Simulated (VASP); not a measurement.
# ZnS (F-43m) in VASP: notebook, part 2 of 2

VASP 6.6.1. The steps go on from the part before.

## (3) Relaxation of cell and atoms, LDA, target pressure 1 GPa, at which the enthalpy is minimised

This run uses another cell than the first one, of 18.58 Å³/atom, 1.023 times its volume.

INCAR reads:

```
SYSTEM = ZnS
PREC = Accurate ; ENCUT = 600
EDIFF = 1E-7 ; ISMEAR = 0
SIGMA = 0.01 ; LREAL = .False.
LASPH = .True. ; NELM = 100
ALGO = Normal ; ISIF = 3
LWAVE = .False. ; LCHARG = .False.
GGA = CA ; IBRION = 2
NSW = 100 ; EDIFFG = -0.002
PSTRESS = 10.0
```

KPOINTS reads:

```
Automatic mesh
0
Gamma
  8 8 8
  0 0 0
```

POSCAR reads:

```
ZnS
1.0
    0.0000000000      2.6484702549      2.6484702549
    2.6484702549      0.0000000000      2.6484702549
    2.6484702549      2.6484702549      0.0000000000
Zn S
1 1
Direct
    0.7500000000      0.7500000000      0.7500000000
    0.0000000000      0.0000000000      0.0000000000
```

Potentials or basis: VASP PAW LDA potentials, release 64 (Zn, S).

The run is started by

```console
$ cat potpaw_LDA.64/Zn/POTCAR potpaw_LDA.64/S/POTCAR > POTCAR
$ mpirun -np 1 vasp_std > vasp.out
```

OUTCAR:

```text
SYSTEM = ZnS
   PREC = Accurate
   ENCUT = 600
   EDIFF = 1E-7
   ISMEAR = 0
   LREAL = .False.
   LASPH = .True.
   NELM = 100
   ISIF = 3
   GGA = CA
   IBRION = 2
   NSW = 100
   EDIFFG = -0.002
   PSTRESS = 10.0

 ion  position               nearest neighbor table
   1  0.750  0.750  0.750-   2 2.29   2 2.29   2 2.29   2 2.29
   2  0.000  0.000  0.000-   1 2.29   1 2.29   1 2.29   1 2.29

  LATTYP: Found a face centered cubic cell.
 ALAT       =     5.2969405098

  Lattice vectors:

 A1 = (   0.0000000000,   2.6484702549,   2.6484702549)
 A2 = (   2.6484702549,   0.0000000000,   2.6484702549)
 A3 = (   2.6484702549,   2.6484702549,   0.0000000000)

Analysis of symmetry for initial positions (statically):
=====================================================================
 Subroutine PRICEL returns:
 Original cell was already a primitive cell.

 Routine SETGRP: Setting up the symmetry group for a
 face centered cubic supercell.

 Subroutine GETGRP returns: Found 24 space group operations
 (whereof 24 operations were pure point group operations)
 out of a pool of 48 trial point group operations.

The static configuration has the point symmetry T_d .

Analysis of symmetry for dynamics (positions and initial velocities):
=====================================================================
[... 235 lines left out ...]

 number of electron      17.9999985 magnetization

 Free energy of the ion-electron system (eV)
  ---------------------------------------------------
  ext. energy  EPLUGINS =         0.00000000
  ---------------------------------------------------
  free energy    TOTEN  =        -8.20649331 eV

  energy without entropy =       -8.20649331  energy(sigma->0) =       -8.20649331

 E-fermi :   2.7036     XC(G=0): -10.3556

 val. band max:        2.5991983596   @ k =   0.0000   0.0000   0.0000
 cond. band min:       4.7983040120   @ k =   0.0000   0.0000   0.0000
 fundamental gap:      2.1991056524
 Fermi energy:         2.7035895274

 k-point     1 :       0.0000    0.0000    0.0000
  band No.  band energies     occupation
      1     -11.0126      2.00000
      2      -4.1980      2.00000
      3      -4.1980      2.00000
      4      -4.1980      2.00000
      5      -3.6344      2.00000
      6      -3.6344      2.00000
      7       2.5992      2.00000
      8       2.5992      2.00000
      9       2.5992      2.00000
     10       4.7983      0.00000
     11       8.8002      0.00000
     12       8.8002      0.00000
     13       8.8002      0.00000
[... 354 lines left out ...]
  band No.  band energies     occupation
      1      -9.7486      2.00000
      2      -4.0644      2.00000
      3      -3.9931      2.00000
      4      -3.7117      2.00000
      5      -3.6210      2.00000
      6      -3.3178      2.00000
      7      -2.7653      2.00000
      8      -0.0313      2.00000
      9       0.9378      2.00000
     10       7.5118      0.00000
     11       8.3121      0.00000
     12      10.4520      0.00000
     13      11.6498      0.00000

 [... further k-points ...]

------------------------ aborting loop because EDIFF is reached ----------------------------------------

  FORCE on cell =-STRESS in cart. coord.  units (eV):
  Direction    XX          YY          ZZ          XY          YZ          ZX
  --------------------------------------------------------------------------------------
  -------------------------------------------------------------------------------------
  Total        0.2259521      0.2259521      0.2259521      0.0000000      0.0000000     -0.0000000
  in kB        9.8266377      9.8266377      9.8266377      0.0000000      0.0000000     -0.0000000
  external PRESSURE =      -0.1733623 kB  Pullay stress =      10.0000000 kB
[... 21 lines left out ...]
  energy  without entropy=       -8.2064933058  energy(sigma->0) =       -8.20649331

  enthalpy is  TOTEN    =        -7.9765549904 eV   P V=        0.2299383154

 reached required accuracy - stopping structural energy minimisation
```

OSZICAR:

```text
N       E                     dE             d eps       ncg     rms          rms(c)
DAV:   1     0.868725092986E+02    0.86873E+02   -0.96373E+03   754   0.184E+03
DAV:   2    -0.236519282935E+01   -0.89238E+02   -0.84709E+02   804   0.307E+02
DAV:   3    -0.856239954513E+01   -0.61972E+01   -0.61607E+01   914   0.764E+01
[... 24 lines left out ...]
DAV:   3    -0.820660737914E+01    0.38006E-03   -0.44068E-04   797   0.252E-01    0.781E-02
DAV:   4    -0.820650843867E+01    0.98940E-04   -0.54431E-05   910   0.136E-01    0.358E-02
DAV:   5    -0.820649371369E+01    0.14725E-04   -0.13947E-05  1163   0.779E-02    0.799E-03
DAV:   6    -0.820649328955E+01    0.42414E-06   -0.39983E-06   779   0.242E-02    0.290E-03
DAV:   7    -0.820649330576E+01   -0.16206E-07   -0.96205E-08   397   0.572E-03
   3 F= -.79765550E+01 E0= -.79765550E+01  d E =-.753135E-03
```

CONTCAR:

```text
ZnS
   1.00000000000000
     0.0000000000000000    2.6409730979999413    2.6409730979999413
     2.6409730979999413    0.0000000000000000    2.6409730979999413
     2.6409730979999413    2.6409730979999413    0.0000000000000000
  Zn              S
     1     1
Direct
     0.7500000000000000    0.7500000000000000    0.7500000000000000
     0.0000000000000000    0.0000000000000000    0.0000000000000000

  0.00000000E+00  0.00000000E+00  0.00000000E+00
  0.00000000E+00  0.00000000E+00  0.00000000E+00
```

Wall time 74 s (1 thread of AMD EPYC 7R13, shared host); peak memory 0.13 GiB.

Results:

- Free energy: -8.2065 eV
- Relaxed volume: 18.42 Å³/atom
- Relaxed cell: a = 3.735 Å, b = 3.735 Å, c = 3.735 Å, α = 60.00°, β = 60.00°, γ = 60.00°
- Space group after relaxing (to 0.05 Å): F-43m (No. 216)
- Energy change on relaxing (the enthalpy is what falls): +0.6 meV/atom
- Ionic steps: 3
- Pressure after relaxing: 1.0 GPa
- Band gap on the k mesh: 2.20 eV, direct

The path:
```tsv
step	energy change (eV)	largest force (eV/Å)	pressure (GPa)	volume (Å³)
1	0.0000	0.0000	0.23	37.15
2	0.0024	0.0000	1.41	36.68
3	0.0012	0.0000	0.98	36.84
```

Final structure:
```xyz
2
Lattice="0.0000 2.6410 2.6410 2.6410 0.0000 2.6410 2.6410 2.6410 0.0000" Properties=species:S:1:pos:R:3 pbc="T T T"
Zn    3.9615    3.9615    3.9615
S     0.0000    0.0000    0.0000
```

Caveat: the cell is relaxed towards a set pressure, so the enthalpy falls and the energy may rise. Zero-point motion and thermal expansion aren't in these numbers.

## (4) Relaxation of cell and atoms, LDA, target pressure 2 GPa, at which the enthalpy is minimised

This run uses another cell than the first one, of 18.58 Å³/atom, 1.023 times its volume.

INCAR reads:

```
SYSTEM = ZnS
ALGO = Normal
EDIFF = 1E-6
EDIFFG = -0.002
ENCUT = 600
GGA = CA
IBRION = 2
ISIF = 3
ISMEAR = 0
LASPH = .True.
LCHARG = .False.
LREAL = .False.
LWAVE = .False.
NELM = 60
NSW = 100
PREC = Accurate
PSTRESS = 20.0
SIGMA = 0.01
```

KPOINTS reads:

```
k-points
0
Gamma
  8 8 8
  0 0 0
```

POSCAR is that of step 3.

The run is started by

```console
$ cat potpaw_LDA.64/Zn/POTCAR potpaw_LDA.64/S/POTCAR > POTCAR
$ mpirun -np 1 vasp_std > vasp.out
```

Wall time 2 min (1 thread of AMD EPYC 7R13, shared host); peak memory 0.13 GiB.

Results (log left out):

```yaml
Free_energy: -8.2028 eV
Relaxed_volume: 18.22 Å³/atom
Relaxed_cell: a = 3.722 Å, b = 3.722 Å, c = 3.722 Å, α = 60.00°, β = 60.00°, γ = 60.00°
Space_group_after_relaxing_to_0.05_Å: F-43m (No. 216)
Energy_change_on_relaxing_the_enthalpy_is_what_falls: +2.4 meV/atom
Ionic_steps: 8
Pressure_after_relaxing: 2.0 GPa
Band_gap_on_the_k_mesh: 2.25 eV, direct
```

Step by step:
| step | energy change (eV) | largest force (eV/Å) | pressure (GPa) | volume (Å³) |
| --- | --- | --- | --- | --- |
| 1 | 0.0000 | 0.0000 | 0.26 | 37.15 |
| 2 | 0.0106 | 0.0000 | 3.00 | 36.08 |
| 3 | 0.0049 | 0.0000 | 1.96 | 36.44 |
| 4 | 0.0051 | 0.0000 | 2.08 | 36.43 |
| 5 | 0.0046 | 0.0000 | 1.95 | 36.47 |
| 6 | 0.0049 | 0.0000 | 2.03 | 36.44 |
| 7 | 0.0048 | 0.0000 | 1.93 | 36.45 |
| 8 | 0.0049 | 0.0000 | 2.00 | 36.45 |

Final structure:
```cif
data_structure
_symmetry_space_group_name_H-M 'P 1'
_symmetry_Int_Tables_number 1
_cell_length_a 3.7215
_cell_length_b 3.7215
_cell_length_c 3.7215
_cell_angle_alpha 60.000
_cell_angle_beta 60.000
_cell_angle_gamma 60.000
_cell_volume 36.45
loop_
_atom_site_label
_atom_site_type_symbol
_atom_site_fract_x
_atom_site_fract_y
_atom_site_fract_z
_atom_site_occupancy
Zn1 Zn 0.75000 0.75000 0.75000 1
S1 S 0.00000 0.00000 0.00000 1
```

Levels at points of the mesh, in eV from the valence-band top:
```
           k point  band 5  band 6  band 7  band 8  band 9  band 10  band 11  band 12  band 13
(0.00, 0.00, 0.00)   -6.27   -6.27    0.00    0.00    0.00     2.25     6.19     6.19     6.19
(0.50, 0.00, 0.00)   -6.23   -6.06   -5.90   -1.00   -1.00     3.27     6.74     6.74     8.91
(0.50, 0.50, 0.00)   -6.18   -6.02   -4.99   -2.55   -2.55     3.01     3.87    11.31    12.33
```

Caveat: the cell is relaxed towards a set pressure, so the enthalpy falls and the energy may rise. Zero-point motion and thermal expansion aren't in these numbers.

## (5) Relaxation of cell and atoms, LDA, target pressure 4 GPa, at which the enthalpy is minimised

This run uses another cell than the first one, of 18.58 Å³/atom, 1.023 times its volume.

INCAR reads:

```
SYSTEM = ZnS
PREC     = Accurate       ! precision mode
ENCUT    = 600            ! plane-wave cutoff, eV
EDIFF    = 1E-6           ! SCF threshold, eV
ISMEAR   = 0              ! smearing method
SIGMA    = 0.01           ! smearing width, eV
LREAL    = .FALSE.        ! projectors in reciprocal space
LASPH    = .TRUE.         ! aspherical terms in the spheres
NELM     = 80             ! most SCF steps
ALGO     = Normal         ! electronic algorithm
ISIF     = 3              ! what is computed and relaxed
LWAVE    = .FALSE.        ! write WAVECAR
LCHARG   = .FALSE.        ! write CHGCAR
IBRION   = 2              ! ionic algorithm
NSW      = 100            ! ionic steps
EDIFFG   = -0.002         ! ionic threshold
PSTRESS  = 40.0
```

KPOINTS reads:

```
regular mesh
0
G
  8 8 8
  0 0 0
```

POSCAR is that of step 4.

The run is started by

```console
$ cat potpaw_LDA.64/Zn/POTCAR potpaw_LDA.64/S/POTCAR > POTCAR
$ mpirun -np 1 vasp_std > vasp.out
```

Run time: 2.1 min. Hardware: 1 thread of AMD EPYC 7R13, shared host; peak memory 0.13 GiB.

Results (log left out):

```
Free energy                                            : -8.1892 eV
Relaxed volume                                         : 17.86 Å³/atom
Relaxed cell                                           : a = 3.696 Å, b = 3.696 Å, c = 3.696 Å, α = 60.00°, β = 60.00°, γ = 60.00°
Space group after relaxing (to 0.05 Å)                 : F-43m (No. 216)
Energy change on relaxing (the enthalpy is what falls) : +9.3 meV/atom
Ionic steps                                            : 7
Pressure after relaxing                                : 4.0 GPa
Band gap on the k mesh                                 : 2.34 eV, direct
```

Step by step:
```tsv
step	energy change (eV)	largest force (eV/Å)	pressure (GPa)	volume (Å³)
1	0.0000	0.0000	0.26	37.15
2	0.0464	0.0000	6.61	34.87
3	0.0184	0.0000	3.81	35.72
4	0.0199	0.0000	4.14	35.66
5	0.0192	0.0000	4.06	35.69
6	0.0184	0.0000	3.97	35.72
7	0.0185	0.0000	4.01	35.71
```

Final structure:
```xyz
2
Lattice="0.0000 2.6138 2.6138 2.6138 0.0000 2.6138 2.6138 2.6138 0.0000" Properties=species:S:1:pos:R:3 pbc="T T T"
Zn    3.9207    3.9207    3.9207
S     0.0000    0.0000    0.0000
```

Levels at points of the mesh, in eV from the valence-band top:
```tsv
k point	band 5	band 6	band 7	band 8	band 9	band 10	band 11	band 12	band 13
(0.00, 0.00, 0.00)	-6.35	-6.35	0.00	0.00	0.00	2.34	6.17	6.17	6.17
(0.50, 0.00, 0.00)	-6.31	-6.16	-6.01	-1.03	-1.03	3.31	6.72	6.72	8.98
(0.50, 0.50, 0.00)	-6.25	-6.09	-5.07	-2.63	-2.63	2.96	3.86	11.48	12.47
```

Caveat: the cell is relaxed towards a set pressure, so the enthalpy falls and the energy may rise. LDA usually gives volumes a few per cent too small.

## (6) The runs side by side

| task | cell | cutoff (eV) | gap on the mesh (eV) | pressure (GPa) |
| --- | --- | --- | --- | --- |
| single point | a = 3.718 Å, angles 60.0°, 2 atoms | 520 | 2.26 | 2.3 |
| relaxation of cell and atoms | relaxed to 1 GPa from a = 3.746 Å, angles 60.0°, 2 atoms | 600 | 2.20 | 1.0 |
| relaxation of cell and atoms | relaxed to 2 GPa from a = 3.746 Å, angles 60.0°, 2 atoms | 600 | 2.25 | 2.0 |
| relaxation of cell and atoms | relaxed to 4 GPa from a = 3.746 Å, angles 60.0°, 2 atoms | 600 | 2.34 | 4.0 |

Alike in all rows: level LDA; potentials or basis VASP PAW LDA potentials, release 64 (Zn, S); no spin polarisation; k mesh 8 × 8 × 8; smearing gaussian 0.01 eV.

Caveats: the cell is relaxed towards a set pressure, so the enthalpy falls and the energy may rise (some runs).

Total energies depend on the potentials used, so only differences within one code and one set of settings carry meaning.
